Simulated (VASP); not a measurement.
# Tl (P6_3/mmc) in VASP: settings compared

Tl is run at these levels: r2SCAN, LDA, PBEsol; tasks: single point, relaxation of cell and atoms.

Everything below comes from runs of VASP 6.6.1. Logs are shortened: lines on timing, memory, paths and dates and some standing lists are left out, and cuts for length are marked.

## Step 1: The cell of the first run

Symmetry: P6_3/mmc, No. 194, hexagonal system. The conventional cell has a = 3.456 Å, b = 3.456 Å, c = 5.525 Å, α = 90.00°, β = 90.00°, γ = 120.00°. Within 4.5 Å of Tl (site symmetry -6m2) lie 12 Tl at 3.41 to 3.46 Å.

## Step 2: Single point, r2SCAN

POSCAR reads:

```
Tl
1.0
    3.4560000000      0.0000000000      0.0000000000
   -1.7280000000      2.9929837955      0.0000000000
    0.0000000000      0.0000000000      5.5250000000
Tl
2
Direct
    0.6666666667      0.3333333333      0.7500000000
    0.3333333333      0.6666666667      0.2500000000
```

INCAR.step1 reads:

```
SYSTEM = Tl
PREC     = Accurate       ! precision mode
ENCUT    = 520            ! plane-wave cutoff, eV
ISMEAR   = -1             ! smearing method
SIGMA    = 0.05           ! smearing width, eV
LREAL    = .False.        ! projectors in reciprocal space
LASPH    = .True.         ! aspherical terms in the spheres
NELM     = 80             ! most SCF steps
NBANDS   = 20             ! bands
GGA      = PE             ! functional
ALGO     = Normal         ! electronic algorithm
EDIFF    = 1E-4           ! SCF threshold, eV
LWAVE    = .True.         ! write WAVECAR
LCHARG   = .False.        ! write CHGCAR
```

INCAR.step2 reads:

```
SYSTEM = Tl
PREC     = Accurate       ! precision mode
ENCUT    = 520            ! plane-wave cutoff, eV
EDIFF    = 1E-7           ! SCF threshold, eV
ISMEAR   = -1             ! smearing method
SIGMA    = 0.05           ! smearing width, eV
LREAL    = .False.        ! projectors in reciprocal space
LASPH    = .True.         ! aspherical terms in the spheres
NELM     = 80             ! most SCF steps
ALGO     = Normal         ! electronic algorithm
ISIF     = 2              ! what is computed and relaxed
LWAVE    = .False.        ! write WAVECAR
LCHARG   = .True.         ! write CHGCAR
METAGGA  = R2SCAN         ! meta-GGA
LMIXTAU  = .True.       
LELF     = .True.         ! ELF
LVHAR    = .True.       
NBANDS   = 20             ! bands
ISTART   = 1
```

KPOINTS reads:

```
Automatic mesh
0
Gamma
  9 9 5
  0 0 0
```

Potentials or basis: VASP PAW PBE potentials, release 64 (Tl_d).

Started as:

```
cat potpaw_PBE.64/Tl_d/POTCAR > POTCAR
cp INCAR.step1 INCAR
mpirun -np 1 vasp_std > vasp.out
cp INCAR.step2 INCAR
mpirun -np 1 vasp_std > vasp.out
```

OUTCAR:

```text
SYSTEM = Tl
   PREC = Accurate
   ENCUT = 520
   EDIFF = 1E-7
   ISMEAR = -1
   LREAL = .False.
   LASPH = .True.
   NELM = 80
   ISIF = 2
   METAGGA = R2SCAN
   ISTART = 1

 ion  position               nearest neighbor table
   1  0.667  0.333  0.750-   2 3.41   2 3.41   2 3.41   2 3.41   2 3.41   2 3.41
   2  0.333  0.667  0.250-   1 3.41   1 3.41   1 3.41   1 3.41   1 3.41   1 3.41

  LATTYP: Found a hexagonal cell.
 ALAT       =     3.4560000000
 C/A-ratio  =     1.5986689815

  Lattice vectors:

 A1 = (   3.4560000000,   0.0000000000,   0.0000000000)
 A2 = (  -1.7280000000,   2.9929837955,   0.0000000000)
 A3 = (   0.0000000000,   0.0000000000,   5.5250000000)

Analysis of symmetry for initial positions (statically):
=====================================================================
 Subroutine PRICEL returns:
 Original cell was already a primitive cell.

 Routine SETGRP: Setting up the symmetry group for a
 hexagonal supercell.

 Subroutine GETGRP returns: Found 24 space group operations
 (whereof 12 operations were pure point group operations)
 out of a pool of 24 trial point group operations.

The static configuration has the point symmetry D_3d.
 The point group associated with its full space group is D_6h.

Analysis of symmetry for dynamics (positions and initial velocities):
=====================================================================
 Subroutine PRICEL returns:
 Original cell was already a primitive cell.

 Routine SETGRP: Setting up the symmetry group for a
 hexagonal supercell.

 Subroutine GETGRP returns: Found 24 space group operations
 (whereof 12 operations were pure point group operations)
 out of a pool of 24 trial point group operations.

The dynamic configuration has the point symmetry D_3d.
 The point group associated with its full space group is D_6h.

 Subroutine INISYM returns: Found 24 space group operations
 (whereof 12 operations are pure point group operations),
 and found     1 'primitive' translations

----------------------------------------------------------------------------------------

[... 82 lines left out ...]
 SYSTEM =  Tl
   PREC   = accura    normal or accurate (medium, high low for compatibility)
   ISTART =      1    job   : 0-new  1-cont  2-samecut
   ICHARG =      0    charge: 1-file 2-atom 10-const
   ISPIN  =      1    spin polarized calculation?
   LNONCOLLINEAR =      F non collinear calculations
   LSORBIT =      F    spin-orbit coupling
   LASPH  =      T    aspherical Exc in radial PAW
   ENCUT  =  520.0 eV  38.22 Ry    6.18 a.u.   6.43  6.43 10.27*2*pi/ulx,y,z
   NELM   =     80;   NELMIN=  2; NELMDL=  0     # of ELM steps
   EDIFF  = 0.1E-06   stopping-criterion for ELM
   LREAL  =      F    real-space projection
   EDIFFG = 0.1E-05   stopping-criterion for IOM
   NSW    =      0    number of steps for IOM
   IBRION =     -1    ionic relax: 0-MD 1-quasi-New 2-CG
   NFREE  =      0    steps in history (QN), initial steepest desc. (CG)
   ISIF   =      2    stress and relaxation
   ISYM   =      2    0-nonsym 1-usesym 2-fastsym
   POTIM  = 0.5000    time-step for ionic-motion
   TEBEG  =    0.0;   TEEND  =   0.0 temperature during run
   PSTRESS=    0.0 pullay stress
   NELECT =      26.0000    total number of electrons
   NUPDOWN=      -1.0000    fix difference up-down
   EMIN   =  10.00;   EMAX   =-10.00  energy-range for DOS
   EFERMI =   0.00;   METHOD = LEGACY
   ISMEAR =    -1;   SIGMA  =   0.05  broadening in eV -4-tet -1-fermi 0-gaus
   EFERMI_NEDOS =   21; number of points for ismear=-14 and -15
   IALGO  =     38    algorithm
   IMIX   =      4    mixing-type and parameters
     AMIX     =   0.40;   BMIX     =  1.00
     AMIX_MAG =   1.60;   BMIX_MAG =  1.00
  volume/ion in A,a.u.               =      28.57       192.83
  Fermi-wavevector in a.u.,A,eV,Ry     =   1.259107  2.379366 21.569987  1.585349
  Thomas-Fermi vector in A             =   2.392683
   LORBIT       =      0    0 simple, 1 ext, 2 COOP (PROOUT), +10 PAW based schemes
   METAGGA = R2SCAN    functional components
   LHFCALC =     F    Hartree Fock is set to
   AEXX    =    0.0000 exact exchange contribution
   IVDW    =     0    specifies the selected vdW correction
   LEPSILON=     F    determine dielectric tensor
   LRPA    =     F    only Hartree local field effects (RPA)
 non-spin polarized calculation
  energy-cutoff  :      520.00
  volume of cell :       57.15
 maximum number of plane-waves:      1558
 NGX is ok and might be reduce to    28
   NGX = 13   NGY = 13   NGZ = 21

 number of electron      26.0000004 magnetization

 Free energy of the ion-electron system (eV)
  ---------------------------------------------------
  ext. energy  EPLUGINS =         0.00000000
  ---------------------------------------------------
  free energy    TOTEN  =      -106.31706271 eV

  energy without entropy =     -106.30306492  energy(sigma->0) =     -106.31006382

 E-fermi :   6.5483     XC(G=0): -10.8239

 val. band max:        6.5305708427   @ k =   0.3333   0.0000   0.4000
 cond. band min:       6.5821513026   @ k =   0.2222   0.1111   0.2000
 fundamental gap:      0.0515804599
 Fermi energy:         6.5483157087

 k-point     1 :       0.0000    0.0000    0.0000
  band No.  band energies     occupation
      1      -5.8246      2.00000
      2      -5.5949      2.00000
      3      -5.5780      2.00000
      4      -5.5780      2.00000
      5      -5.5230      2.00000
      6      -5.5230      2.00000
[... 541 lines left out ...]
     19      14.6136      0.00000
     20      22.2545      0.00000

 [... further k-points ...]

------------------------ aborting loop because EDIFF is reached ----------------------------------------

  FORCE on cell =-STRESS in cart. coord.  units (eV):
  Direction    XX          YY          ZZ          XY          YZ          ZX
  --------------------------------------------------------------------------------------
  -------------------------------------------------------------------------------------
  Total        0.6011937      0.6011937      1.0376271      0.0000000      0.0000000      0.0000000
  in kB       16.8544504     16.8544504     29.0898526      0.0000000      0.0000000      0.0000000
  external PRESSURE =      20.9329178 kB  Pullay stress =       0.0000000 kB

 VOLUME and BASIS-vectors are now :
 -----------------------------------------------------------------------------
  energy-cutoff  :      520.00
  volume of cell :       57.15
      direct lattice vectors                 reciprocal lattice vectors
     3.456000000  0.000000000  0.000000000     0.289351852  0.167057370  0.000000000
    -1.728000000  2.992983795  0.000000000     0.000000000  0.334114739  0.000000000
     0.000000000  0.000000000  5.525000000     0.000000000  0.000000000  0.180995475

 POSITION                                       TOTAL-FORCE (eV/Angst)
 -----------------------------------------------------------------------------------
      1.72800      0.99766      4.14375         0.000000     -0.000000      0.000000
     -0.00000      1.99532      1.38125        -0.000000      0.000000      0.000000
 -----------------------------------------------------------------------------------
    total drift:                               -0.000000      0.000000     -0.000000

  FREE ENERGIE OF THE ION-ELECTRON SYSTEM (eV)
  ---------------------------------------------------
  free  energy   TOTEN  =      -106.3170627124 eV

  energy  without entropy=     -106.3030649177  energy(sigma->0) =     -106.31006382
```

OSZICAR.step1:

```text
N       E                     dE             d eps       ncg     rms          rms(c)
DAV:   1     0.132064186530E+03    0.13206E+03   -0.14114E+04  1448   0.123E+03
DAV:   2    -0.177184436718E+01   -0.13384E+03   -0.13121E+03  1584   0.278E+02
DAV:   3    -0.442034447311E+01   -0.26485E+01   -0.26307E+01  1676   0.340E+01
DAV:   4    -0.443617203811E+01   -0.15828E-01   -0.15827E-01  1528   0.286E+00
DAV:   5    -0.443638954060E+01   -0.21750E-03   -0.21750E-03  1616   0.333E-01    0.312E+00
DAV:   6    -0.439155265550E+01    0.44837E-01   -0.75232E-02  1520   0.214E+00    0.218E+00
DAV:   7    -0.438370554736E+01    0.78471E-02   -0.34973E-02  1568   0.146E+00    0.698E-01
DAV:   8    -0.438302974933E+01    0.67580E-03   -0.32206E-03  1532   0.422E-01    0.376E-02
DAV:   9    -0.438303605961E+01   -0.63103E-05   -0.20347E-05   820   0.393E-02
   1 F= -.43830361E+01 E0= -.43758095E+01  d E =-.144532E-01
```

Wall time 1.8 min (1 thread of Intel Xeon Platinum 8488C (Sapphire Rapids), shared host); peak memory 0.2 GiB.

Results:

| Item | Value |
| --- | --- |
| Free energy | -106.3171 eV |
| Pressure | 2.1 GPa |
| Band gap on the k mesh | zero (band 13 reaches 8.75 eV, above the bottom of band 14 at 4.96 eV) |

Stress tensor (GPa, compression positive):
```
1.69 0.00 0.00
0.00 1.69 0.00
0.00 0.00 2.91
```

Levels at points of the mesh, in eV from the Fermi level:
```tsv
k point	band 11	band 12	band 13	band 14	band 15	band 16
(0.00, 0.00, 0.00)	-10.46	-5.37	-2.89	8.23	8.23	10.39
```

Caveat: the PAW data sets were made with another functional, which shifts forces and pressure a little; spin-orbit coupling is left out, which moves the levels of the heavy elements.

## Step 3: Relaxation of cell and atoms, LDA

INCAR reads:

```
SYSTEM = Tl
PREC = Accurate
ENCUT = 600
EDIFF = 1E-7
ISMEAR = -1
SIGMA = 0.05
LREAL = .FALSE.
LASPH = .TRUE.
NELM = 80
ALGO = Normal
ISIF = 3
LWAVE = .FALSE.
LCHARG = .FALSE.
IBRION = 2
NSW = 60
EDIFFG = -0.01
```

KPOINTS reads:

```
regular mesh
0
G
  9 9 5
  0 0 0
```

POSCAR is that of step 2.

Potentials or basis: VASP PAW LDA potentials, release 64 (Tl_d).

Started as:

```
cat potpaw_LDA.64/Tl_d/POTCAR > POTCAR
mpirun -np 1 vasp_std > vasp.out
```

OUTCAR:

```text
SYSTEM = Tl
   PREC = Accurate
   ENCUT = 600
   EDIFF = 1E-7
   ISMEAR = -1
   LREAL = .FALSE.
   LASPH = .TRUE.
   NELM = 80
   ISIF = 3
   IBRION = 2
   NSW = 60
   EDIFFG = -0.01

 ion  position               nearest neighbor table
   1  0.667  0.333  0.750-   2 3.41   2 3.41   2 3.41   2 3.41   2 3.41   2 3.41
   2  0.333  0.667  0.250-   1 3.41   1 3.41   1 3.41   1 3.41   1 3.41   1 3.41

  LATTYP: Found a hexagonal cell.
 ALAT       =     3.4560000000
 C/A-ratio  =     1.5986689815

  Lattice vectors:

 A1 = (   3.4560000000,   0.0000000000,   0.0000000000)
 A2 = (  -1.7280000000,   2.9929837955,   0.0000000000)
 A3 = (   0.0000000000,   0.0000000000,   5.5250000000)

Analysis of symmetry for initial positions (statically):
=====================================================================
 Subroutine PRICEL returns:
[... 471 lines left out ...]

 E-fermi :   6.7611     XC(G=0): -10.7157

 val. band max:        6.7200439779   @ k =   0.3333   0.0000   0.0000
 cond. band min:       6.7615181955   @ k =   0.3333   0.1111   0.4000
 fundamental gap:      0.0414742176
 Fermi energy:         6.7611210514

 k-point     1 :       0.0000    0.0000    0.0000
  band No.  band energies     occupation
      1      -5.1359      2.00000
      2      -4.9122      2.00000
      3      -4.8357      2.00000
      4      -4.8357      2.00000
      5      -4.7858      2.00000
      6      -4.7858      2.00000
[... 457 lines left out ...]
      4      -4.6830      2.00000
      5      -4.6809      2.00000
      6      -4.6809      2.00000
[... 9 lines left out ...]
     16       8.6419      0.00000
     17      11.5151      0.00000

 [... further k-points ...]

------------------------ aborting loop because EDIFF is reached ----------------------------------------

  FORCE on cell =-STRESS in cart. coord.  units (eV):
  Direction    XX          YY          ZZ          XY          YZ          ZX
  --------------------------------------------------------------------------------------
  -------------------------------------------------------------------------------------
  Total        0.0000076      0.0000076      0.0043591     -0.0000000     -0.0000000      0.0000000
  in kB        0.0002219      0.0002219      0.1274122     -0.0000000     -0.0000000      0.0000000
  external PRESSURE =       0.0426187 kB  Pullay stress =       0.0000000 kB
[... 17 lines left out ...]
  FREE ENERGIE OF THE ION-ELECTRON SYSTEM (eV)
  ---------------------------------------------------
  free  energy   TOTEN  =        -5.8574063188 eV

  energy  without entropy=       -5.8452244937  energy(sigma->0) =       -5.85131541

 reached required accuracy - stopping structural energy minimisation
```

OSZICAR:

```text
N       E                     dE             d eps       ncg     rms          rms(c)
DAV:   1     0.137856367002E+03    0.13786E+03   -0.15481E+04  1232   0.161E+03
DAV:   2    -0.358364271879E+01   -0.14144E+03   -0.13953E+03  1315   0.318E+02
DAV:   3    -0.589043986380E+01   -0.23068E+01   -0.22908E+01  1450   0.359E+01
[... 73 lines left out ...]
DAV:   2    -0.585747534099E+01    0.50549E-03   -0.11061E-03  1226   0.292E-01    0.443E-02
DAV:   3    -0.585740940219E+01    0.65939E-04   -0.22520E-04  1256   0.135E-01    0.338E-02
DAV:   4    -0.585740683636E+01    0.25658E-05   -0.11889E-05  1257   0.227E-02    0.470E-03
DAV:   5    -0.585740634437E+01    0.49199E-06   -0.35922E-06  1276   0.167E-02    0.263E-03
DAV:   6    -0.585740631881E+01    0.25558E-07   -0.10353E-07   629   0.287E-03
   9 F= -.58574063E+01 E0= -.58513154E+01  d E =-.269708E-04
```

It took 1.7 min on 1 thread of Intel Xeon Platinum 8488C (Sapphire Rapids), shared host; peak memory 0.18 GiB.

What came out:

```yaml
Free_energy: -5.8574 eV
Relaxed_volume: 27.41 Å³/atom
Relaxed_cell: a = 3.348 Å, b = 3.348 Å, c = 5.648 Å, α = 90.00°, β = 90.00°, γ = 120.00°
Space_group_after_relaxing_to_0.05_Å: P6_3/mmc (No. 194)
Energy_gained_by_relaxing: 9.9 meV/atom
Ionic_steps: 9
Pressure_after_relaxing: 0.0 GPa
Band_gap_on_the_k_mesh: zero (band 13 reaches 8.53 eV, above the bottom of band 14 at 5.03 eV)
```

The path:
| step | energy change (eV) | largest force (eV/Å) | pressure (GPa) | volume (Å³) |
| --- | --- | --- | --- | --- |
| 1 | 0.0000 | 0.0000 | -1.45 | 57.15 |
| 2 | -0.0130 | 0.0000 | -0.04 | 55.03 |
| 3 | -0.0133 | 0.0000 | 0.21 | 54.70 |
| 4 | -0.0160 | 0.0000 | 0.16 | 54.71 |
| 5 | -0.0197 | 0.0000 | 0.08 | 54.71 |
| 6 | -0.0197 | 0.0000 | 0.08 | 54.71 |
| 7 | -0.0197 | 0.0000 | 0.08 | 54.71 |
| 8 | -0.0198 | 0.0000 | -0.06 | 54.89 |
| 9 | -0.0198 | 0.0000 | 0.00 | 54.81 |

Final structure:
```
Tl
1.0
     3.34775    0.00000    0.00000
    -1.67388    2.89924    0.00000
     0.00000    0.00000    5.64753
Tl
2
Cartesian
  1.6739 0.9664 4.2356
  0.0000 1.9328 1.4119
```

Levels at points of the mesh, in eV from the Fermi level:
| k point | band 10 | band 11 | band 12 | band 13 | band 14 | band 15 | band 16 | band 17 |
| --- | --- | --- | --- | --- | --- | --- | --- | --- |
| (0.00, 0.00, 0.00) | -11.08 | -10.38 | -5.66 | -3.22 | 8.88 | 8.88 | 9.83 | 10.92 |

Caveat: spin-orbit coupling is left out, which moves the levels of the heavy elements.

## Step 4: Single point, LDA, non-collinear spin, zero start, spin-orbit coupling

This run uses another cell than the first one, of 26.87 Å³/atom, 0.940 times its volume.

INCAR reads:

```
  PREC = Accurate
  ENCUT = 520
  EDIFF = 1E-6
  ISMEAR = -1
  SIGMA = 0.05
  LREAL = False
  LASPH = True
  NELM = 150
  ALGO = Fast
  ISIF = 2
  LWAVE = False
  LCHARG = False
  MAGMOM = 0 0 0 0 0 0
  LORBIT = 11
  LSORBIT = True
  GGA_COMPAT = False
  LORBMOM = True
  NBANDS = 38
```

KPOINTS reads:

```
Automatic mesh
0
Gamma
  7 7 4
```

POSCAR reads:

```
Tl
1.0
    3.3428137427      0.0000000000      0.0000000000
   -1.6714068714      2.8949616213      0.0000000000
    0.0000000000      0.0000000000      5.5529991123
Tl
2
Direct
    0.6666666667      0.3333333333      0.7500000000
    0.3333333333      0.6666666667      0.2500000000
```

Started as:

```
cat potpaw_LDA.64/Tl_d/POTCAR > POTCAR
mpirun -np 1 vasp_ncl > vasp.out
```

It took 66 s on 1 thread of Intel Xeon Platinum 8375C at 2.90GHz (Ice Lake), shared host; peak memory 0.27 GiB.

The run converged. Its results:

| Item | Value |
| --- | --- |
| Free energy | -6.4381 eV |
| Pressure | 0.3 GPa |
| Net moment | 0.00 μB per cell |
| Valence electrons inside the program's atomic spheres | Tl 11.25 |

Stress tensor (GPa, compression positive):
```
0.31 0.00 0.00
0.00 0.31 0.00
0.00 0.00 0.23
```

Moments on the atoms (μB; x, y, z):
```
Tl  0.00 0.00 0.00
Tl  0.00 0.00 0.00
```

## Step 5: Single point, PBEsol

This run uses another cell than the first one, of 26.86 Å³/atom, 0.940 times its volume.

INCAR reads:

```
  ALGO = Normal
  EDIFF = 1E-6
  ENCUT = 520
  GGA = PS
  ISIF = 2
  ISMEAR = -1
  LASPH = True
  LCHARG = True
  LELF = True
  LREAL = False
  LVHAR = True
  LWAVE = False
  NBANDS = 20
  NELM = 100
  PREC = Accurate
  SIGMA = 0.05
```

KPOINTS reads:

```
k-points
0
Gamma
  9 9 5
```

POSCAR reads:

```
Tl
1.0
    3.3854495917      0.0000000000      0.0000000000
   -1.6927247959      2.9318853497      0.0000000000
    0.0000000000      0.0000000000      5.4122132507
Tl
2
Direct
    0.6666666667      0.3333333333      0.7500000000
    0.3333333333      0.6666666667      0.2500000000
```

Potentials or basis: VASP PAW PBE potentials, release 64 (Tl_d).

Started as:

```
cat potpaw_PBE.64/Tl_d/POTCAR > POTCAR
mpirun -np 1 vasp_std > vasp.out
```

Wall time 15 s (1 thread of Intel Xeon Platinum 8488C (Sapphire Rapids), shared host); peak memory 0.19 GiB.

The run converged. Its results:

| Item | Value |
| --- | --- |
| Free energy | -5.2115 eV |
| Pressure | 2.8 GPa |
| Band gap on the k mesh | zero (band 13 reaches 9.33 eV, above the bottom of band 14 at 5.33 eV) |

Stress tensor (GPa, compression positive):
```
2.25 0.00 0.00
0.00 2.25 0.00
0.00 0.00 4.05
```

Levels at points of the mesh, in eV from the Fermi level:
| k point | band 11 | band 12 | band 13 | band 14 | band 15 | band 16 |
| --- | --- | --- | --- | --- | --- | --- |
| (0.00, 0.00, 0.00) | -10.50 | -5.06 | -3.12 | 8.41 | 8.41 | 10.41 |

Caveat: the PAW data sets were made with another functional, which shifts forces and pressure a little; spin-orbit coupling is left out, which moves the levels of the heavy elements.

## Step 6: The runs side by side

```csv
task,level,potentials or basis,spin,cell,k mesh,cutoff (eV),gap on the mesh (eV),pressure (GPa)
single point,r2SCAN,"VASP PAW PBE potentials, release 64 (Tl_d)",off,"a = 3.456, b = 3.456, c = 5.525 Å, angles 90.0, 90.0, 120.0°, 2 atoms",9 × 9 × 5,520,none,2.1
relaxation of cell and atoms,LDA,"VASP PAW LDA potentials, release 64 (Tl_d)",off,"relaxed from a = 3.456, b = 3.456, c = 5.525 Å, angles 90.0, 90.0, 120.0°, 2 atoms",9 × 9 × 5,600,none,0.0
single point,LDA,"VASP PAW LDA potentials, release 64 (Tl_d)","non-collinear, zero start, SOC","a = 3.343, b = 3.343, c = 5.553 Å, angles 90.0, 90.0, 120.0°, 2 atoms",7 × 7 × 4,520,-,0.3
single point,PBEsol,"VASP PAW PBE potentials, release 64 (Tl_d)",off,"a = 3.385, b = 3.385, c = 5.412 Å, angles 90.0, 90.0, 120.0°, 2 atoms",9 × 9 × 5,520,none,2.8
```

Alike in all rows: smearing fermi-dirac 0.05 eV.

Caveats: spin-orbit coupling is left out, which moves the levels of the heavy elements (some runs); the PAW data sets were made with another functional, which shifts forces and pressure a little (some runs).

Absolute energies hang on the potentials; compare differences alone.

## Step 7: How close it comes

Step 3. The cell as given is a measured one (28.57 Å³/atom); LDA puts the equilibrium volume -4.1 % from it, thermal expansion not counted.
